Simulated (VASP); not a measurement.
# Tl (P6_3/mmc) in VASP: further runs

Tl is run at these levels: r2SCAN; tasks: single point.

All numbers are computed with VASP 6.6.1; they aren't measurements. Logs are shortened: lines on timing, memory, paths and dates and some standing lists are left out, and cuts for length are marked.

## 1. The cell of the first run

Symmetry: P6_3/mmc, No. 194, hexagonal system. Conventional cell: a = 3.624 Å, b = 3.624 Å, c = 5.432 Å, α = 90.00°, β = 90.00°, γ = 120.00°. Tl (site symmetry -6m2) has 12 Tl at 3.43 to 3.62 Å within 4.5 Å.

## 2. Single point, r2SCAN (30.89 Å³/atom)

Contents of POSCAR:

```
Tl
1.0
    3.6236959949      0.0000000000      0.0000000000
   -1.8118479974      3.1382127872      0.0000000000
    0.0000000000      0.0000000000      5.4319823902
Tl
2
Direct
    0.3333333333      0.6666666667      0.7500000000
    0.6666666667      0.3333333333      0.2500000000
```

Contents of INCAR.step1:

```
ALGO = Normal
EDIFF = 1E-4
ENCUT = 520
GGA = PE
ISMEAR = 0
LASPH = T
LCHARG = F
LREAL = F
LWAVE = T
NBANDS = 20
NELM = 100
PREC = Accurate
SIGMA = 0.05
```

Contents of INCAR.step2:

```
ALGO = Normal
EDIFF = 1E-7
ENCUT = 520
ISIF = 2
ISMEAR = 0
ISTART = 1
LASPH = T
LCHARG = F
LMIXTAU = T
LREAL = F
LWAVE = F
METAGGA = R2SCAN
NBANDS = 20
NELM = 100
PREC = Accurate
SIGMA = 0.05
```

Contents of KPOINTS:

```
k-points
0
Gamma
  14 14 8
```

Potentials or basis: VASP PAW PBE potentials, release 64 (Tl_d).

Started as:

```bash
$ cat potpaw_PBE.64/Tl_d/POTCAR > POTCAR
$ cp INCAR.step1 INCAR
$ mpirun -np 1 vasp_std > vasp.out
$ cp INCAR.step2 INCAR
$ mpirun -np 1 vasp_std > vasp.out
```

OUTCAR:

```text
EDIFF = 1E-7
   ENCUT = 520
   ISIF = 2
   ISMEAR = 0
   ISTART = 1
   LASPH = T
   LREAL = F
   METAGGA = R2SCAN
   NELM = 100
   PREC = Accurate

 ion  position               nearest neighbor table
   1  0.333  0.667  0.750-   2 3.43   2 3.43   2 3.43   2 3.43   2 3.43   2 3.43
   2  0.667  0.333  0.250-   1 3.43   1 3.43   1 3.43   1 3.43   1 3.43   1 3.43

  LATTYP: Found a hexagonal cell.
 ALAT       =     3.6236959949
 C/A-ratio  =     1.4990171355

  Lattice vectors:

 A1 = (   3.6236959949,   0.0000000000,   0.0000000000)
 A2 = (  -1.8118479974,   3.1382127872,   0.0000000000)
 A3 = (   0.0000000000,   0.0000000000,   5.4319823902)

Analysis of symmetry for initial positions (statically):
=====================================================================
 Subroutine PRICEL returns:
 Original cell was already a primitive cell.

 Routine SETGRP: Setting up the symmetry group for a
 hexagonal supercell.

 Subroutine GETGRP returns: Found 24 space group operations
 (whereof 12 operations were pure point group operations)
 out of a pool of 24 trial point group operations.

The static configuration has the point symmetry D_3d.
 The point group associated with its full space group is D_6h.

Analysis of symmetry for dynamics (positions and initial velocities):
=====================================================================
 Subroutine PRICEL returns:
 Original cell was already a primitive cell.

 Routine SETGRP: Setting up the symmetry group for a
 hexagonal supercell.

 Subroutine GETGRP returns: Found 24 space group operations
 (whereof 12 operations were pure point group operations)
 out of a pool of 24 trial point group operations.

The dynamic configuration has the point symmetry D_3d.
 The point group associated with its full space group is D_6h.

 Subroutine INISYM returns: Found 24 space group operations
 (whereof 12 operations are pure point group operations),
 and found     1 'primitive' translations

----------------------------------------------------------------------------------------

                                     Primitive cell

  volume of cell :      61.7721

  direct lattice vectors                    reciprocal lattice vectors
     3.623695995  0.000000000  0.000000000     0.275961339  0.159326354  0.000000000
    -1.811847997  3.138212787  0.000000000     0.000000000  0.318652707  0.000000000
     0.000000000  0.000000000  5.431982390     0.000000000  0.000000000  0.184094853

  length of vectors
     3.623695995  3.623695995  5.431982390     0.318652707  0.318652707  0.184094853

  position of ions in fractional coordinates (direct lattice)
     0.333333333  0.666666667  0.750000000
     0.666666667  0.333333333  0.250000000

  ion indices of the primitive-cell ions
   primitive index   ion index
                 1           1
                 2           2

----------------------------------------------------------------------------------------

 KPOINTS: k-points

Automatic generation of k-mesh.
 Grid dimensions read from file:
 generate k-points for:   14   14    8

 Generating k-lattice:

  Cartesian coordinates                     Fractional coordinates (reciprocal lattice)
     0.019711524  0.011380454  0.000000000     0.071428571  0.000000000  0.000000000
     0.000000000  0.022760908  0.000000000     0.000000000  0.071428571  0.000000000
     0.000000000  0.000000000  0.023011857     0.000000000  0.000000000  0.125000000

  Length of vectors
     0.022760908  0.022760908  0.023011857

  Shift w.r.t. Gamma in fractional coordinates (k-lattice)
     0.000000000  0.000000000  0.000000000

 Subroutine IBZKPT returns following result:
 ===========================================

 Found    120 irreducible k-points:

 Following reciprocal coordinates:
            Coordinates               Weight
  0.000000  0.000000  0.000000      1.000000
  0.071429  0.000000  0.000000      6.000000
  0.142857  0.000000  0.000000      6.000000
  0.214286  0.000000  0.000000      6.000000
  0.285714  0.000000  0.000000      6.000000
  0.357143  0.000000  0.000000      6.000000
[... 16 lines left out ...]
  0.285714  0.285714  0.000000      6.000000
  0.357143  0.285714  0.000000      6.000000
 [... further k-points ...]
   k-points           NKPTS =    120   k-points in BZ     NKDIM =    120   number of bands    NBANDS=     20
   number of dos      NEDOS =    301   number of ions     NIONS =      2
   total plane-waves  NPLWV =  31360
   dimension x,y,z NGX =    28 NGY =   28 NGZ =   40
   dimension x,y,z NGXF=    56 NGYF=   56 NGZF=   80
   ions per type =               2
   NGX,Y,Z   is equivalent  to a cutoff of  12.85, 12.85, 12.24 a.u.
   NGXF,Y,Z  is equivalent  to a cutoff of  25.69, 25.69, 24.48 a.u.
 SYSTEM =  unknown system
   PREC   = accura    normal or accurate (medium, high low for compatibility)
   ISTART =      1    job   : 0-new  1-cont  2-samecut
   ICHARG =      0    charge: 1-file 2-atom 10-const
   ISPIN  =      1    spin polarized calculation?
   LNONCOLLINEAR =      F non collinear calculations
   LSORBIT =      F    spin-orbit coupling
   LASPH  =      T    aspherical Exc in radial PAW
   ENCUT  =  520.0 eV  38.22 Ry    6.18 a.u.   6.74  6.74 10.10*2*pi/ulx,y,z
   NELM   =    100;   NELMIN=  2; NELMDL=  0     # of ELM steps
   EDIFF  = 0.1E-06   stopping-criterion for ELM
   LREAL  =      F    real-space projection
   EDIFFG = 0.1E-05   stopping-criterion for IOM
   NSW    =      0    number of steps for IOM
   IBRION =     -1    ionic relax: 0-MD 1-quasi-New 2-CG
   NFREE  =      0    steps in history (QN), initial steepest desc. (CG)
   ISIF   =      2    stress and relaxation
   ISYM   =      2    0-nonsym 1-usesym 2-fastsym
   POTIM  = 0.5000    time-step for ionic-motion
   TEBEG  =    0.0;   TEEND  =   0.0 temperature during run
   PSTRESS=    0.0 pullay stress
   NELECT =      26.0000    total number of electrons
   NUPDOWN=      -1.0000    fix difference up-down
   EMIN   =  10.00;   EMAX   =-10.00  energy-range for DOS
   EFERMI =   0.00;   METHOD = LEGACY
   ISMEAR =     0;   SIGMA  =   0.05  broadening in eV -4-tet -1-fermi 0-gaus
   EFERMI_NEDOS =   21; number of points for ismear=-14 and -15
   IALGO  =     38    algorithm
   IMIX   =      4    mixing-type and parameters
     AMIX     =   0.40;   BMIX     =  1.00
     AMIX_MAG =   1.60;   BMIX_MAG =  1.00
  volume/ion in A,a.u.               =      30.89       208.43
  Fermi-wavevector in a.u.,A,eV,Ry     =   1.226879  2.318465 20.479930  1.505232
  Thomas-Fermi vector in A             =   2.361863
   LORBIT       =      0    0 simple, 1 ext, 2 COOP (PROOUT), +10 PAW based schemes
   METAGGA = R2SCAN    functional components
   LHFCALC =     F    Hartree Fock is set to
   AEXX    =    0.0000 exact exchange contribution
   IVDW    =     0    specifies the selected vdW correction
   LEPSILON=     F    determine dielectric tensor
   LRPA    =     F    only Hartree local field effects (RPA)
 non-spin polarized calculation
 Gauss-broadening in eV      SIGMA  =   0.05
  energy-cutoff  :      520.00
  volume of cell :       61.77
 maximum number of plane-waves:      1689
 NGX is ok and might be reduce to    28
   NGX = 13   NGY = 13   NGZ = 21

 number of electron      25.9999999 magnetization

 Free energy of the ion-electron system (eV)
  ---------------------------------------------------
  ext. energy  EPLUGINS =         0.00000000
  ---------------------------------------------------
  free energy    TOTEN  =      -106.34816737 eV

  energy without entropy =     -106.34714362  energy(sigma->0) =     -106.34765549

 E-fermi :   5.8011     XC(G=0): -10.3931

 val. band max:        5.7870607308   @ k =   0.3571   0.2143   0.2500
 cond. band min:       5.8189383235   @ k =   0.2143   0.1429   0.2500
 fundamental gap:      0.0318775927
 Fermi energy:         5.8011166294

 k-point     1 :       0.0000    0.0000    0.0000
  band No.  band energies     occupation
      1      -6.4638      2.00000
      2      -6.2691      2.00000
      3      -6.2691      2.00000
      4      -6.2476      2.00000
      5      -6.2476      2.00000
      6      -6.2338      2.00000
[... 12 lines left out ...]
     19      16.0348      0.00000
     20      17.3590      0.00000

 k-point     2 :       0.0714    0.0000    0.0000
  band No.  band energies     occupation
      1      -6.4537      2.00000
      2      -6.2945      2.00000
      3      -6.2563      2.00000
      4      -6.2556      2.00000
      5      -6.2531      2.00000
      6      -6.2136      2.00000
[... 12 lines left out ...]
     19      16.6138      0.00000
     20      16.9368      0.00000

 k-point     3 :       0.1429    0.0000    0.0000
  band No.  band energies     occupation
      1      -6.4397      2.00000
      2      -6.3197      2.00000
      3      -6.2795      2.00000
      4      -6.2794      2.00000
      5      -6.2092      2.00000
      6      -6.2081      2.00000
[... 12 lines left out ...]
     19      15.9165      0.00000
     20      17.6600      0.00000

 k-point     4 :       0.2143    0.0000    0.0000
  band No.  band energies     occupation
      1      -6.4579      2.00000
      2      -6.3182      2.00000
      3      -6.3172      2.00000
      4      -6.3106      2.00000
      5      -6.1970      2.00000
      6      -6.1431      2.00000
[... 12 lines left out ...]
     19      15.1288      0.00000
     20      17.2480      0.00000

 k-point     5 :       0.2857    0.0000    0.0000
  band No.  band energies     occupation
      1      -6.4983      2.00000
      2      -6.3671      2.00000
      3      -6.3427      2.00000
      4      -6.3164      2.00000
      5      -6.1671      2.00000
      6      -6.0709      2.00000
[... 12 lines left out ...]
     19      14.6498      0.00000
     20      16.5658      0.00000
[... 353 lines left out ...]
      6      -6.0968      2.00000
[... 12 lines left out ...]
     19      13.6945      0.00000
     20      17.5650      0.00000

 k-point    22 :       0.3571    0.2143    0.0000
  band No.  band energies     occupation
      1      -6.5347      2.00000
      2      -6.4286      2.00000
      3      -6.3029      2.00000
      4      -6.2937      2.00000
      5      -6.1493      2.00000
      6      -6.1096      2.00000
[... 12 lines left out ...]
     19      13.4295      0.00000
     20      17.4518      0.00000

 k-point    23 :       0.2857    0.2857    0.0000
  band No.  band energies     occupation
      1      -6.5427      2.00000
      2      -6.3548      2.00000
      3      -6.3396      2.00000
      4      -6.2720      2.00000
      5      -6.1670      2.00000
      6      -6.1360      2.00000
[... 12 lines left out ...]
     19      13.0820      0.00000
     20      19.3654      0.00000

 k-point    24 :       0.3571    0.2857    0.0000
  band No.  band energies     occupation
      1      -6.5537      2.00000
      2      -6.3520      2.00000
      3      -6.3043      2.00000
      4      -6.2495      2.00000
      5      -6.1933      2.00000
      6      -6.1708      2.00000
[... 12 lines left out ...]
     19      12.8786      0.00000
     20      19.3792      0.00000

 [... further k-points ...]

------------------------ aborting loop because EDIFF is reached ----------------------------------------

  FORCE on cell =-STRESS in cart. coord.  units (eV):
  Direction    XX          YY          ZZ          XY          YZ          ZX
  --------------------------------------------------------------------------------------
  -------------------------------------------------------------------------------------
  Total       -0.2407124     -0.2407124     -0.2857487     -0.0000000      0.0000000      0.0000000
  in kB       -6.2433329     -6.2433329     -7.4114354     -0.0000000      0.0000000      0.0000000
  external PRESSURE =      -6.6327004 kB  Pullay stress =       0.0000000 kB

 VOLUME and BASIS-vectors are now :
 -----------------------------------------------------------------------------
  energy-cutoff  :      520.00
  volume of cell :       61.77
      direct lattice vectors                 reciprocal lattice vectors
     3.623695995  0.000000000  0.000000000     0.275961339  0.159326354  0.000000000
    -1.811847997  3.138212787  0.000000000     0.000000000  0.318652707  0.000000000
     0.000000000  0.000000000  5.431982390     0.000000000  0.000000000  0.184094853

 POSITION                                       TOTAL-FORCE (eV/Angst)
 -----------------------------------------------------------------------------------
     -0.00000      2.09214      4.07399        -0.000000      0.000000      0.000000
      1.81185      1.04607      1.35800         0.000000     -0.000000      0.000000
 -----------------------------------------------------------------------------------
    total drift:                               -0.000000      0.000000     -0.000000

  FREE ENERGIE OF THE ION-ELECTRON SYSTEM (eV)
  ---------------------------------------------------
  free  energy   TOTEN  =      -106.3481673674 eV

  energy  without entropy=     -106.3471436208  energy(sigma->0) =     -106.34765549
```

Run time: 3.5 min. Hardware: 1 thread of Intel Xeon 6975P-C (Granite Rapids), shared host; peak memory 0.27 GiB.

What came out:

- Free energy: -106.3482 eV
- Pressure: -0.7 GPa
- Band gap on the k mesh: zero (bands 13 and 14 overlap by 6.18 eV)

Stress tensor (GPa, compression positive):
```
-0.62  0.00  0.00
 0.00 -0.62  0.00
 0.00  0.00 -0.74
```

Levels at points of the mesh, in eV from the Fermi level:
| k point | band 9 | band 10 | band 11 | band 12 | band 13 | band 14 | band 15 | band 16 | band 17 | band 18 |
| --- | --- | --- | --- | --- | --- | --- | --- | --- | --- | --- |
| (0.00, 0.00, 0.00) | -11.68 | -11.68 | -9.98 | -4.83 | -2.41 | 6.91 | 6.91 | 9.09 | 9.09 | 10.20 |
| (0.50, 0.00, 0.00) | -11.69 | -11.61 | -6.29 | -5.02 | -0.50 | 1.00 | 1.40 | 3.29 | 3.93 | 7.79 |
| (0.00, 0.00, 0.50) | -11.78 | -11.78 | -8.49 | -8.49 | 4.08 | 4.08 | 7.97 | 7.97 | 7.97 | 7.97 |
| (0.50, 0.00, 0.50) | -11.68 | -11.68 | -5.19 | -5.19 | -2.10 | -2.10 | 5.08 | 5.08 | 6.28 | 6.28 |

Caveat: the PAW data sets were made with another functional, which shifts forces and pressure a little; spin-orbit coupling is left out, which moves the levels of the heavy elements.

## 3. Single point, r2SCAN

This run uses another cell than the first one, of 31.09 Å³/atom.

Contents of POSCAR:

```
Tl
1.0
    3.5315423365      0.0000000000      0.0000000000
   -1.7657711682      3.0584053779      0.0000000000
    0.0000000000      0.0000000000      5.7564734352
Tl
2
Direct
    0.3333333333      0.6666666667      0.7500000000
    0.6666666667      0.3333333333      0.2500000000
```

Contents of INCAR.step1:

```
SYSTEM = Tl
ALGO = Normal
EDIFF = 1E-4
ENCUT = 520
GGA = PE
ISMEAR = 0
LASPH = .True.
LCHARG = .False.
LREAL = .False.
LWAVE = .True.
NBANDS = 20
NELM = 60
PREC = Accurate
SIGMA = 0.05
```

Contents of INCAR.step2:

```
SYSTEM = Tl
ALGO = Normal
EDIFF = 1E-6
ENCUT = 520
ISIF = 2
ISMEAR = 0
ISTART = 1
LASPH = .True.
LCHARG = .True.
LELF = .True.
LMIXTAU = .True.
LREAL = .False.
LVHAR = .True.
LWAVE = .False.
METAGGA = R2SCAN
NBANDS = 20
NELM = 60
PREC = Accurate
SIGMA = 0.05
```

Contents of KPOINTS:

```
k-points
0
Gamma
  14 14 8
  0 0 0
```

Potentials or basis: VASP PAW PBE potentials, release 64 (Tl_d).

Started as:

```bash
$ cat potpaw_PBE.64/Tl_d/POTCAR > POTCAR
$ cp INCAR.step1 INCAR
$ mpirun -np 1 vasp_std > vasp.out
$ cp INCAR.step2 INCAR
$ mpirun -np 1 vasp_std > vasp.out
```

Run time: 3.4 min. Hardware: 1 thread of Intel Xeon 6975P-C (Granite Rapids), shared host; peak memory 0.27 GiB.

The run converged. Its results:

```
Free energy            : -106.3391 eV
Pressure               : -1.0 GPa
Band gap on the k mesh : zero (bands 13 and 14 overlap by 5.15 eV)
```

Stress tensor (GPa, compression positive):
```
-0.94  0.00  0.00
 0.00 -0.94  0.00
 0.00  0.00 -1.14
```

Levels at points of the mesh, in eV from the Fermi level:
| k point | band 11 | band 12 | band 13 | band 14 | band 15 | band 16 |
| --- | --- | --- | --- | --- | --- | --- |
| (0.00, 0.00, 0.00) | -9.97 | -5.67 | -2.68 | 7.81 | 7.81 | 9.72 |
| (0.50, 0.00, 0.00) | -5.99 | -4.85 | -0.97 | 0.33 | 1.32 | 3.72 |
| (0.00, 0.00, 0.50) | -8.65 | -8.65 | 2.87 | 2.87 | 8.71 | 8.71 |
| (0.50, 0.00, 0.50) | -5.08 | -5.08 | -2.11 | -2.11 | 5.44 | 5.44 |

Caveat: the PAW data sets were made with another functional, which shifts forces and pressure a little; spin-orbit coupling is left out, which moves the levels of the heavy elements.

The gap in the log of VASP goes by the Fermi energy; the results here count the filled bands.